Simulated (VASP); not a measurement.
Write the native input for VASP 6.6.1 that does the following.

* Task: single point
* Functional: PBEsol
* Potentials or basis: VASP PAW PBE potentials, release 64 (Ta_pv)
* Cutoff: 520 eV
* k mesh: 24 × 24 × 24
* Occupations: gaussian, width 0.1 eV
* Spin: no spin polarisation
* Dipole correction: no
* Further INCAR settings: ALGO = Fast; EDIFF = 1e-07; NBANDS = 12

The structure of Ta lies in POSCAR:

```
Ta
1.0
   -1.6404184831      1.6404184831      1.6404184831
    1.6404184831     -1.6404184831      1.6404184831
    1.6404184831      1.6404184831     -1.6404184831
Ta
1
Direct
    0.0000000000      0.0000000000      0.0000000000
```

One way to write it, as run:

INCAR

```
SYSTEM = Ta
PREC = Accurate
ENCUT = 520
EDIFF = 1E-7
ISMEAR = 0
SIGMA = 0.1
LREAL = .FALSE.
LASPH = .TRUE.
NELM = 60
ALGO = Fast
ISIF = 2
LWAVE = .FALSE.
LCHARG = .FALSE.
GGA = PS
NBANDS = 12
```

KPOINTS

```
Automatic mesh
0
G
  24 24 24
  0 0 0
```

Potentials or basis: VASP PAW PBE potentials, release 64 (Ta_pv).

Launch:

```console
$ cat potpaw_PBE.64/Ta_pv/POTCAR > POTCAR
$ mpirun -np 1 vasp_std > vasp.out
```

Results of the run:

```
Pressure : 0.2 GPa
```

Caveat: the PAW data sets were made with another functional, which shifts forces and pressure a little.

Run time: 2.2 min on 1 thread of Intel Xeon 8259CL, on a shared host, peak memory 0.21 GiB.
